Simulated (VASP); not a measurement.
Ir:

```xyz
1
Lattice="0.0000 1.9156 1.9156 1.9156 0.0000 1.9156 1.9156 1.9156 0.0000" Properties=species:S:1:pos:R:3 pbc="T T T"
Ir    0.0000    0.0000    0.0000
```

```yaml
Program: VASP 6.6.1
Task: relaxation of cell and atoms
Functional: RPBE
Potentials_or_basis: VASP PAW PBE potentials, release 64 (Ir)
Cutoff: 600 eV
k_mesh: 12 × 12 × 12
Occupations: methfessel-paxton, width 0.1 eV
Spin: no spin polarisation
```

At the start: pressure 16.0 GPa; volume 14.06 Å³/atom.

Task: How do energy, volume and symmetry change on relaxing?

Result: Over 4 steps the energy falls by 29.2 meV/atom and the volume is 14.68 Å³/atom (+4.4 %); space group Fm-3m (No. 225, to 0.05 Å).

The path:
| step | energy change (eV) | largest force (eV/Å) | pressure (GPa) | volume (Å³) |
| --- | --- | --- | --- | --- |
| 1 | 0.0000 | 0.0000 | 15.98 | 14.06 |
| 2 | 0.2771 | 0.0000 | -34.24 | 17.11 |
| 3 | -0.0291 | 0.0000 | -0.97 | 14.72 |
| 4 | -0.0292 | 0.0000 | -0.11 | 14.68 |

Final structure:
```yaml
crystal:
  lattice:
    - [0.00000, 1.94332, 1.94332]
    - [1.94332, 0.00000, 1.94332]
    - [1.94332, 1.94332, 0.00000]
  atoms:
    - { symbol: Ir, position: [0.00000, 0.00000, 0.00000] }
```

Caveat: the PAW data sets were made with another functional, which shifts forces and pressure a little.
